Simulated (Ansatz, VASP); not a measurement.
**Two plane-wave programs on Fe**

File INCAR:

```
PREC     = Accurate       # precision mode
ENCUT    = 520            # plane-wave cutoff, eV
EDIFF    = 1E-6           # SCF threshold, eV
ISMEAR   = 0              # smearing method
SIGMA    = 0.1            # smearing width, eV
LREAL    = False          # projectors in reciprocal space
LASPH    = True           # aspherical terms in the spheres
NELM     = 150            # most SCF steps
ALGO     = Fast           # electronic algorithm
ISIF     = 2              # what is computed and relaxed
LWAVE    = False          # write WAVECAR
LCHARG   = True           # write CHGCAR
ISPIN    = 2              # spin polarisation
MAGMOM   = 2.32           # initial moments
LORBIT   = 11             # projections on sites
LMAXMIX  = 4              # l up to which the mixer works
GGA      = PS             # functional
LELF     = True           # ELF
LVHAR    = True         
NBANDS   = 14             # bands
```

Contents of KPOINTS:

```
regular mesh
0
Gamma
  20 20 20
```

Contents of POSCAR:

```
Fe
1.0
   -1.3644686682      1.3644686682      1.3644686682
    1.3644686682     -1.3644686682      1.3644686682
    1.3644686682      1.3644686682     -1.3644686682
Fe
1
Direct
    0.0000000000      0.0000000000      0.0000000000
```

Input for Ansatz:

```yaml
crystal:
  lattice:
    - [-1.3644686682, 1.3644686682, 1.3644686682]
    - [1.3644686682, -1.3644686682, 1.3644686682]
    - [1.3644686682, 1.3644686682, -1.3644686682]
  atoms:
    - { symbol: Fe, position: [0.0, 0.0, 0.0], spin: 2.32 }
basis:
  ecutwfc: 420
kpoints:
  mp_grid: { grid: [20, 20, 20] }
hamiltonian:
  xc: pbesol
scf:
  occupations: { method: gaussian, width: 0.1 }
output:
  forces: true
  stress: true
  eigenvalues: true
  populations: true
magnetization:
  spin_polarized: true
```

Alike in both runs: task single point; functional PBEsol; k mesh 20 × 20 × 20; occupations gaussian, width 0.1 eV; collinear spin.

|  | VASP | Ansatz |
| --- | --- | --- |
| version | VASP 6.6.1 | Ansatz 0.2.0 |
| potentials or method | VASP PAW PBE potentials, release 64 (Fe), cutoff 520 eV | scalar-relativistic, plane waves, PAW |
| valence electrons in the cell | 8 | 16 |

Ansatz gave:

```
gap on the k mesh at the Fermi level (eV)                     : none
pressure (GPa)                                                : 16.8
net moment per atom (μB)                                      : 2.01
size of the moment on the site where the two differ most (μB) : 2.03
```

Question: Estimate VASP's values.

Answer: gap on the k mesh at the Fermi level (eV): none; pressure (GPa): 16.5; net moment per atom (μB): 2.02; size of the moment on the site where the two differ most (μB): 1.99.

VASP's potentials were made for PBE, not for PBEsol. Site moments also hang on the region over which each program counts them. A gap of «none» marks a metal or a gap that the smearing closes. VASP's potentials hold 8 valence electrons a cell and Ansatz's 16, so a difference there can come from the potentials and not from the codes.
